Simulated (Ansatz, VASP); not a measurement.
## Na: VASP beside Ansatz

```xyz
1
Lattice="-2.1410 2.1410 2.1410 2.1410 -2.1410 2.1410 2.1410 2.1410 -2.1410" Properties=species:S:1:pos:R:3 pbc="T T T"
Na    0.0000    0.0000    0.0000
```

Alike in both runs: task relaxation of cell and atoms; functional revPBE; k mesh 9 × 9 × 9; occupations fermi-dirac, width 0.05 eV; no spin polarisation.

|  | VASP | Ansatz |
| --- | --- | --- |
| version | VASP 6.6.1 | Ansatz 0.2.0 |
| potentials or method | VASP PAW PBE potentials, release 64 (Na_pv) | Ansatz PAW |
| plane-wave cutoff (eV) | 600 | 420 |
| valence electrons in the cell | 7 | 9 |

```csv
,VASP,Ansatz,Ansatz less VASP
"gap on the k mesh at the Fermi level, each at its own relaxed structure (eV)",none,none,-
relaxed volume (Å³/atom),39.26,39.26,0.000
relaxed cell length with the largest relative difference (Å),3.708,3.708,0.0000
```

VASP's potentials were made for PBE, not for revPBE. A gap of «none» marks a metal or a gap that the smearing closes. VASP's potentials hold 7 valence electrons a cell and Ansatz's 9, so a difference there can come from the potentials and not from the codes.

Noted on VASP's run: the relaxation stopped at its first step, so nothing moved. Noted on Ansatz's run: the plane-wave basis is chosen anew once the cell has moved, so the energies of steps on either side of that aren't comparable.
